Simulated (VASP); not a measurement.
# In3Se (Pm-3m) in VASP: notebook, part 2 of 2

VASP 6.6.1.

### Step 3. Relaxation of cell and atoms, PBEsol

Contents of INCAR:

```
  PREC = Accurate
  ENCUT = 600
  EDIFF = 1E-7
  ISMEAR = -1
  SIGMA = 0.05
  LREAL = False
  LASPH = True
  NELM = 80
  ALGO = Normal
  ISIF = 3
  LWAVE = False
  LCHARG = False
  GGA = PS
  IBRION = 2
  NSW = 60
  EDIFFG = -0.01
```

Contents of KPOINTS:

```
Automatic mesh
0
Gamma
  6 6 6
```

Contents of POSCAR:

```
In3Se
1.0
    4.8037580000      0.0000000000      0.0000000000
    0.0000000000      4.8037580000      0.0000000000
    0.0000000000      0.0000000000      4.8037580000
In Se
3 1
Direct
    0.5000000000      0.5000000000      0.0000000000
    0.5000000000      0.0000000000      0.5000000000
    0.0000000000      0.5000000000      0.5000000000
    0.0000000000      0.0000000000      0.0000000000
```

Potentials or basis: VASP PAW PBE potentials, release 64 (In_d, Se).

Launch:

```
$ cat potpaw_PBE.64/In_d/POTCAR potpaw_PBE.64/Se/POTCAR > POTCAR
$ mpirun -np 1 vasp_std > vasp.out
```

OUTCAR:

```text
PREC = Accurate
   ENCUT = 600
   EDIFF = 1E-7
   ISMEAR = -1
   LREAL = False
   LASPH = True
   NELM = 80
   ISIF = 3
   GGA = PS
   IBRION = 2
   NSW = 60
   EDIFFG = -0.01

 ion  position               nearest neighbor table
   1  0.500  0.500  0.000-   2 3.40   3 3.40   4 3.40   2 3.40   3 3.40   2 3.40   4 3.40   2 3.40
                             3 3.40   4 3.40   3 3.40   4 3.40
   2  0.500  0.000  0.500-   1 3.40   3 3.40   4 3.40   1 3.40   4 3.40   1 3.40   3 3.40   1 3.40
                             3 3.40   4 3.40   4 3.40   3 3.40
   3  0.000  0.500  0.500-   1 3.40   2 3.40   4 3.40   1 3.40   4 3.40   2 3.40   4 3.40   4 3.40
                             1 3.40   2 3.40   1 3.40   2 3.40
   4  0.000  0.000  0.000-   1 3.40   2 3.40   3 3.40   2 3.40   3 3.40   1 3.40   3 3.40   3 3.40
                             1 3.40   2 3.40   2 3.40   1 3.40

  LATTYP: Found a simple cubic cell.
 ALAT       =     4.8037580000

  Lattice vectors:

 A1 = (   4.8037580000,   0.0000000000,   0.0000000000)
 A2 = (   0.0000000000,   4.8037580000,   0.0000000000)
 A3 = (   0.0000000000,   0.0000000000,   4.8037580000)

Analysis of symmetry for initial positions (statically):
=====================================================================
 Subroutine PRICEL returns:
 Original cell was already a primitive cell.

 Routine SETGRP: Setting up the symmetry group for a
 simple cubic supercell.

 Subroutine GETGRP returns: Found 48 space group operations
 (whereof 48 operations were pure point group operations)
 out of a pool of 48 trial point group operations.

The static configuration has the point symmetry O_h .

Analysis of symmetry for dynamics (positions and initial velocities):
=====================================================================
 Subroutine PRICEL returns:
 Original cell was already a primitive cell.

 Routine SETGRP: Setting up the symmetry group for a
 simple cubic supercell.

 Subroutine GETGRP returns: Found 48 space group operations
 (whereof 48 operations were pure point group operations)
 out of a pool of 48 trial point group operations.

The dynamic configuration has the point symmetry O_h .

 Subroutine INISYM returns: Found 48 space group operations
 (whereof 48 operations are pure point group operations),
 and found     1 'primitive' translations

[... 100 lines left out ...]
   ISYM   =      2    0-nonsym 1-usesym 2-fastsym
   POTIM  = 0.5000    time-step for ionic-motion
   TEBEG  =    0.0;   TEEND  =   0.0 temperature during run
   PSTRESS=    0.0 pullay stress
   NELECT =      45.0000    total number of electrons
   NUPDOWN=      -1.0000    fix difference up-down
   EMIN   =  10.00;   EMAX   =-10.00  energy-range for DOS
   EFERMI =   0.00;   METHOD = LEGACY
   ISMEAR =    -1;   SIGMA  =   0.05  broadening in eV -4-tet -1-fermi 0-gaus
   EFERMI_NEDOS =   21; number of points for ismear=-14 and -15
   IALGO  =     38    algorithm
   IMIX   =      4    mixing-type and parameters
     AMIX     =   0.40;   BMIX     =  1.00
     AMIX_MAG =   1.60;   BMIX_MAG =  1.00
  volume/ion in A,a.u.               =      27.71       187.02
  Fermi-wavevector in a.u.,A,eV,Ry     =   1.212173  2.290675 19.991897  1.469363
  Thomas-Fermi vector in A             =   2.347665
   LORBIT       =      0    0 simple, 1 ext, 2 COOP (PROOUT), +10 PAW based schemes
   GGA     = PS    functional components
   LHFCALC =     F    Hartree Fock is set to
   AEXX    =    0.0000 exact exchange contribution
   IVDW    =     0    specifies the selected vdW correction
   LEPSILON=     F    determine dielectric tensor
   LRPA    =     F    only Hartree local field effects (RPA)
 conjugate gradient relaxation of ions
 non-spin polarized calculation
  energy-cutoff  :      600.00
  volume of cell :      110.85
 maximum number of plane-waves:      3755
 NGX is ok and might be reduce to    40
   NGX = 19   NGY = 19   NGZ = 19

--------------------------------------- Ionic step        1  -------------------------------------------

 number of electron      44.9999999 magnetization

 Free energy of the ion-electron system (eV)
  ---------------------------------------------------
  ext. energy  EPLUGINS =         0.00000000
  ---------------------------------------------------
  free energy    TOTEN  =       -13.15974226 eV

  energy without entropy =      -13.14727176  energy(sigma->0) =      -13.15350701

 E-fermi :   5.8625     XC(G=0):  -9.8996

 val. band max:        5.6858614504   @ k =   0.5000   0.0000   0.0000
 cond. band min:       5.9081507042   @ k =   0.5000   0.1667   0.0000
 fundamental gap:      0.2222892538
 Fermi energy:         5.8624661277

 k-point     1 :       0.0000    0.0000    0.0000
  band No.  band energies     occupation
      1      -8.8957      2.00000
      2      -8.8900      2.00000
      3      -8.8900      2.00000
      4      -8.8900      2.00000
      5      -8.7704      2.00000
      6      -8.7704      2.00000
[... 664 lines left out ...]
--------------------------------------- Ionic step        3  -------------------------------------------

 number of electron      45.0000015 magnetization

 Free energy of the ion-electron system (eV)
  ---------------------------------------------------
  ext. energy  EPLUGINS =         0.00000000
  ---------------------------------------------------
  free energy    TOTEN  =       -13.24772328 eV

  energy without entropy =      -13.23854338  energy(sigma->0) =      -13.24313333

 E-fermi :   6.7127     XC(G=0): -10.2844

 val. band max:        6.6817288500   @ k =   0.5000   0.1667   0.0000
 cond. band min:       6.7948407586   @ k =   0.1667   0.1667   0.0000
 fundamental gap:      0.1131119086
 Fermi energy:         6.7126791271

 k-point     1 :       0.0000    0.0000    0.0000
  band No.  band energies     occupation
      1      -8.1264      2.00000
      2      -8.0955      2.00000
      3      -8.0955      2.00000
      4      -8.0955      2.00000
      5      -7.9495      2.00000
      6      -7.9495      2.00000
[... 620 lines left out ...]
  FREE ENERGIE OF THE ION-ELECTRON SYSTEM (eV)
  ---------------------------------------------------
  free  energy   TOTEN  =       -13.2477232765 eV

  energy  without entropy=      -13.2385433751  energy(sigma->0) =      -13.24313333

 reached required accuracy - stopping structural energy minimisation
```

OSZICAR:

```text
N       E                     dE             d eps       ncg     rms          rms(c)
DAV:   1     0.407813883855E+03    0.40781E+03   -0.23467E+04  1080   0.227E+03
[... 28 lines left out ...]
DAV:   1    -0.132825437740E+02   -0.35875E-01   -0.92747E-01  1332   0.146E+01    0.115E+00
DAV:   2    -0.132519670298E+02    0.30577E-01   -0.74354E-02  1322   0.442E+00    0.387E-01
DAV:   3    -0.132478786417E+02    0.40884E-02   -0.16302E-02  1497   0.190E+00    0.163E-01
DAV:   4    -0.132477368573E+02    0.14178E-03   -0.53022E-04  1158   0.173E-01    0.623E-02
DAV:   5    -0.132477180436E+02    0.18814E-04   -0.62308E-05  1468   0.764E-02    0.198E-02
DAV:   6    -0.132477233528E+02   -0.53092E-05   -0.83939E-06  1325   0.176E-02    0.591E-03
DAV:   7    -0.132477232765E+02    0.76297E-07   -0.75912E-07   927   0.556E-03
   3 F= -.13247723E+02 E0= -.13243133E+02  d E =-.879810E-01
```

Run time: 62 s. Hardware: 1 thread of Intel Xeon 6975P-C (Granite Rapids), shared host; peak memory 0.28 GiB.

Results:

| Item | Value |
| --- | --- |
| Free energy | -13.2477 eV |
| Relaxed volume | 25.51 Å³/atom |
| Relaxed cell | a = 4.673 Å, b = 4.673 Å, c = 4.673 Å, α = 90.00°, β = 90.00°, γ = 90.00° |
| Space group after relaxing (to 0.1 Å) | Pm-3m (No. 221) |
| Energy gained by relaxing | 22.0 meV/atom |
| Ionic steps | 3 |
| Pressure after relaxing | 0.0 GPa |
| Band gap on the k mesh | zero (an odd number of electrons rules out a gap without spin polarisation) |

Step by step:
```
step  energy change (eV)  largest force (eV/Å)  pressure (GPa)  volume (Å³)
   1              0.0000                0.0000           -2.93       110.85
   2             -0.0869                0.0000           -0.37       102.92
   3             -0.0880                0.0000           -0.02       102.05
```

Final structure:
```yaml
crystal:
  lattice:
    - [4.67309, 0.00000, 0.00000]
    - [0.00000, 4.67309, 0.00000]
    - [0.00000, 0.00000, 4.67309]
  atoms:
    - { symbol: In, position: [0.50000, 0.50000, 0.00000] }
    - { symbol: In, position: [0.50000, 0.00000, 0.50000] }
    - { symbol: In, position: [0.00000, 0.50000, 0.50000] }
    - { symbol: Se, position: [0.00000, 0.00000, 0.00000] }
```

Levels at points of the mesh, in eV from the Fermi level:
```
           k point  band 19  band 20  band 21  band 22  band 23  band 24  band 25  band 26  band 27
(0.00, 0.00, 0.00)    -3.65    -3.65    -2.15    -2.15     1.14     1.14     1.14     4.32     4.32
(0.50, 0.00, 0.00)    -2.73    -2.73    -1.46    -1.14    -0.27    -0.27     1.21     3.95     3.97
(0.50, 0.50, 0.00)    -6.04    -2.16    -1.04    -0.63    -0.63     1.53     1.69     1.69     1.91
(0.50, 0.50, 0.50)    -4.65    -4.46    -4.46    -4.46    -3.56     3.23     3.23     3.23     8.39
```

Caveat: the PAW data sets were made with another functional, which shifts forces and pressure a little; spin-orbit coupling is left out, which moves the levels of the heavy elements.

### Step 4. Relaxation of cell and atoms, PBEsol+D3(BJ)

Contents of INCAR:

```
SYSTEM = In3Se
PREC     = Accurate       ! precision mode
ENCUT    = 600            ! plane-wave cutoff, eV
EDIFF    = 1E-6           ! SCF threshold, eV
ISMEAR   = -1             ! smearing method
SIGMA    = 0.05           ! smearing width, eV
LREAL    = .False.        ! projectors in reciprocal space
LASPH    = .True.         ! aspherical terms in the spheres
NELM     = 100            ! most SCF steps
ALGO     = Normal         ! electronic algorithm
ISIF     = 3              ! what is computed and relaxed
LWAVE    = .False.        ! write WAVECAR
LCHARG   = .False.        ! write CHGCAR
GGA      = PS             ! functional
IVDW     = 12             ! dispersion correction
IBRION   = 2              ! ionic algorithm
NSW      = 60             ! ionic steps
EDIFFG   = -0.01          ! ionic threshold
```

Contents of KPOINTS:

```
regular mesh
0
Gamma
  6 6 6
  0 0 0
```

POSCAR is that of step 3.

Launch:

```
$ cat potpaw_PBE.64/In_d/POTCAR potpaw_PBE.64/Se/POTCAR > POTCAR
$ mpirun -np 1 vasp_std > vasp.out
```

Run time: 57 s. Hardware: 1 thread of Intel Xeon 6975P-C (Granite Rapids), shared host; peak memory 0.29 GiB.

It converged, with:

```
Free energy                           : -14.6834 eV
Relaxed volume                        : 24.26 Å³/atom
Relaxed cell                          : a = 4.595 Å, b = 4.595 Å, c = 4.595 Å, α = 90.00°, β = 90.00°, γ = 90.00°
Space group after relaxing (to 0.1 Å) : Pm-3m (No. 221)
Energy gained by relaxing             : 60.4 meV/atom
Ionic steps                           : 3
Pressure after relaxing               : 0.0 GPa
Band gap on the k mesh                : zero (an odd number of electrons rules out a gap without spin polarisation)
Dispersion energy per atom            : -0.368 eV
```

The path:
| step | energy change (eV) | largest force (eV/Å) | pressure (GPa) | volume (Å³) |
| --- | --- | --- | --- | --- |
| 1 | 0.0000 | 0.0000 | -4.87 | 110.85 |
| 2 | -0.2404 | 0.0000 | -0.45 | 97.88 |
| 3 | -0.2418 | 0.0000 | -0.05 | 97.04 |

Final structure:
```xyz
4
Lattice="4.5954 0.0000 0.0000 0.0000 4.5954 0.0000 0.0000 0.0000 4.5954" Properties=species:S:1:pos:R:3 pbc="T T T"
In    2.2977    2.2977    0.0000
In    2.2977    0.0000    2.2977
In    0.0000    2.2977    2.2977
Se    0.0000    0.0000    0.0000
```

Levels at points of the mesh, in eV from the Fermi level:
```csv
k point,band 19,band 20,band 21,band 22,band 23,band 24,band 25,band 26,band 27
"(0.00, 0.00, 0.00)",-3.85,-3.85,-2.04,-2.04,1.20,1.20,1.20,4.47,4.47
"(0.50, 0.00, 0.00)",-2.87,-2.87,-1.26,-1.16,-0.33,-0.33,1.15,4.14,4.15
"(0.50, 0.50, 0.00)",-6.22,-2.26,-1.09,-0.53,-0.53,1.68,1.70,1.70,1.99
"(0.50, 0.50, 0.50)",-4.92,-4.47,-4.47,-4.47,-3.75,3.43,3.43,3.43,8.78
```

Caveat: the PAW data sets were made with another functional, which shifts forces and pressure a little; spin-orbit coupling is left out, which moves the levels of the heavy elements.

### Step 5. Overview

```tsv
task	level	cell	k mesh	cutoff (eV)	smearing	gap on the mesh (eV)	pressure (GPa)	relaxed volume (Å³/atom)
single point	PBEsol	as given	4 × 4 × 4	520	fermi-dirac 0.03 eV	none	-2.8	-
relaxation of cell and atoms	PBEsol	relaxed	6 × 6 × 6	600	fermi-dirac 0.05 eV	none	0.0	25.51
relaxation of cell and atoms	PBEsol+D3(BJ)	relaxed	6 × 6 × 6	600	fermi-dirac 0.05 eV	none	0.0	24.26
```

Alike in all rows: potentials or basis VASP PAW PBE potentials, release 64 (In_d, Se); no spin polarisation.

Caveats: the PAW data sets were made with another functional, which shifts forces and pressure a little; spin-orbit coupling is left out, which moves the levels of the heavy elements.

Absolute energies hang on the potentials; compare differences alone.
